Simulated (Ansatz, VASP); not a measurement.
# IrO: VASP beside Ansatz

The input POSCAR:

```
IrO
1.0
    2.7857978864      0.0000000000      0.0000000000
    0.0000000000      2.7857978864      2.7857978864
    0.0000000000      0.0000000000      5.5715957727
Ir O
2 2
Direct
    1.0000000000      1.0000000000      1.0000000000
    1.0000000000      1.0000000000      0.5000000000
    0.5000000000      0.5000000000      0.0000000000
    0.5000000000      0.5000000000      0.5000000000
```

INCAR.step1

```
ALGO = Normal ; EDIFF = 1E-4
ENCUT = 520 ; GGA = PE
ISMEAR = 0 ; ISPIN = 2
LASPH = T ; LCHARG = F
LMAXMIX = 4 ; LREAL = F
LWAVE = T ; MAGMOM = 1 -1 0 0
NBANDS = 27 ; NELM = 150
PREC = Accurate ; SIGMA = 0.1
```

Contents of INCAR.step2:

```
ALGO = Normal ; EDIFF = 1E-7
ENCUT = 520 ; ISIF = 2
ISMEAR = 0 ; ISPIN = 2
ISTART = 1 ; LASPH = T
LCHARG = T ; LELF = T
LMAXMIX = 4 ; LMIXTAU = T
LORBIT = 11 ; LREAL = F
LVHAR = T ; LWAVE = F
MAGMOM = 1 -1 0 0 ; METAGGA = R2SCAN
NBANDS = 27 ; NELM = 150
PREC = Accurate ; SIGMA = 0.1
```

The input KPOINTS:

```
k-points
0
Gamma
  16 16 8
```

Input for Ansatz:

```yaml
crystal:
  lattice:
    - [2.7857978864, 0.0, 0.0]
    - [0.0, 2.7857978864, 2.7857978864]
    - [0.0, 0.0, 5.5715957727]
  atoms:
    - { symbol: Ir, position: [1.0, 1.0, 1.0], spin: 1.0 }
    - { symbol: O, position: [0.5, 0.5, 0.0] }
    - { symbol: Ir, position: [1.0, 1.0, 0.5], spin: -1.0 }
    - { symbol: O, position: [0.5, 0.5, 0.5] }
basis:
  ecutwfc: 500
kpoints:
  mp_grid: { grid: [16, 16, 8] }
hamiltonian:
  xc: r2scan
scf:
  occupations: { method: gaussian, width: 0.1 }
output:
  forces: true
  stress: true
  eigenvalues: true
  populations: true
  write_density: true
  write_potential: true
  elf: true
  volumetric_format: npy
magnetization:
  spin_polarized: true
```

Alike in both runs: task single point; functional r2SCAN; k mesh 16 × 16 × 8; occupations gaussian, width 0.1 eV; collinear spin.

|  | VASP | Ansatz |
| --- | --- | --- |
| version | VASP 6.6.1 | Ansatz 0.2.0 |
| potentials or method | VASP PAW PBE potentials, release 64 (Ir, O), cutoff 520 eV | scalar-relativistic, plane waves, PAW |
| valence electrons in the cell | 30 | 46 |

VASP gave:

```
gap on the k mesh at the Fermi level (eV) : none
pressure (GPa)                            : 1.6
net moment per atom (μB)                  : 0.00
```

Estimate Ansatz's values.

gap on the k mesh at the Fermi level (eV): none; pressure (GPa): 0.0; net moment per atom (μB): 0.00.

VASP's potentials were made for PBE, not for r2SCAN. A gap of «none» marks a metal or a gap that the smearing closes. VASP's potentials hold 30 valence electrons a cell and Ansatz's 46, so a difference there can come from the potentials and not from the codes. Ansatz's warnings: seeded moment not kept.

Neither program's run includes spin-orbit coupling.
